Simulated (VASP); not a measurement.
A run of VASP 6.6.1 is set up as follows.

File INCAR:

```
PREC = Accurate ; ENCUT = 520
EDIFF = 1E-6 ; ISMEAR = -1
SIGMA = 0.1 ; LREAL = False
LASPH = True ; NELM = 80
ALGO = Normal ; ISIF = 2
LWAVE = False ; LCHARG = False
GGA = PS ; NBANDS = 26
```

File KPOINTS:

```
Automatic mesh
0
Gamma
  12 12 17
```

Contents of POSCAR:

```
Mn
1.0
    3.8570464222      0.0000000000      0.0000000000
   -1.9285232111      3.3403001852      0.0000000000
    0.0000000000      0.0000000000      2.4209953988
Mn
3
Direct
    0.0000000000      1.0000000000      0.0000000000
    0.3333333333      0.6666666667      0.5000000000
    0.6666666667      0.3333333333      0.5000000000
```

Potentials or basis: VASP PAW PBE potentials, release 64 (Mn_pv).

The run is started by

```bash
$ cat potpaw_PBE.64/Mn_pv/POTCAR > POTCAR
$ mpirun -np 1 vasp_std > vasp.out
```

(1) Estimate the band gap on the k mesh.

(2) Predict the pressure.

Results:

(1) zero (an odd number of electrons rules out a gap without spin polarisation).

(2) 0.1 GPa.

Caveat: the PAW data sets were made with another functional, which shifts forces and pressure a little; the run has no spin polarisation, though such a crystal can be magnetic.
